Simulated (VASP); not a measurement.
Here is a VASP 6.6.1 calculation.

INCAR

```
  ALGO = Normal
  EDIFF = 1E-6
  EDIFFG = -0.005
  ENCUT = 600
  GGA = PE
  IBRION = 2
  ISIF = 3
  ISMEAR = 0
  IVDW = 12
  LASPH = T
  LCHARG = F
  LREAL = F
  LWAVE = F
  NELM = 60
  NSW = 100
  PREC = Accurate
  SIGMA = 0.02
```

KPOINTS

```
k-points
0
Gamma
  4 4 4
```

Contents of POSCAR:

```
CO2
1.0
    5.6711123415      0.0000000000      0.0000000000
    0.0000000000      5.6711123415      0.0000000000
    0.0000000000      0.0000000000      5.6711123415
C O
4 8
Direct
    0.0000000000      0.0000000000      0.0000000000
    0.5000000000      0.0000000000      0.5000000000
    0.5000000000      0.5000000000      0.0000000000
    0.0000000000      0.5000000000      0.5000000000
    0.1190348169      0.1190348169      0.1190348169
    0.3809651831      0.8809651831      0.6190348169
    0.6190348169      0.3809651831      0.8809651831
    0.8809651831      0.6190348169      0.3809651831
    0.8809651831      0.8809651831      0.8809651831
    0.6190348169      0.1190348169      0.3809651831
    0.3809651831      0.6190348169      0.1190348169
    0.1190348169      0.3809651831      0.6190348169
```

Potentials or basis: VASP PAW PBE potentials, release 64 (C, O).

Run with:

```bash
$ cat potpaw_PBE.64/C/POTCAR potpaw_PBE.64/O/POTCAR > POTCAR
$ mpirun -np 1 vasp_std > vasp.out
```

Q: Predict the band gap on the k mesh.

A: 6.72 eV.

Q: What does it give for the space group after relaxing (to 0.1 Å)?

A: Pa-3 (No. 205).

Q: Predict the dispersion energy per atom.

A: -0.070 eV.

Q: Predict the relaxed cell.

A: a = 5.618 Å, b = 5.618 Å, c = 5.618 Å, α = 90.00°, β = 90.00°, γ = 90.00°.

The path:
```csv
step,energy change (eV),largest force (eV/Å),pressure (GPa),volume (Å³)
1,0.0000,0.5525,1.28,182.39
2,0.3025,2.6438,-7.46,185.62
3,-0.0109,0.0048,-0.21,182.88
4,-0.0109,0.0160,-0.18,182.87
5,-0.0109,0.0262,-0.16,182.86
6,-0.0114,0.0237,-0.15,182.50
7,-0.0126,0.0192,-0.12,181.43
8,-0.0144,0.0105,-0.06,179.30
9,-0.0142,0.0015,0.10,175.09
10,-0.0149,0.0060,0.02,177.22
11,-0.0149,0.0071,0.02,177.33
12,-0.0142,0.1353,-0.38,177.48
13,-0.0149,0.0000,-0.01,177.34
```

A k mesh can miss the band edges.
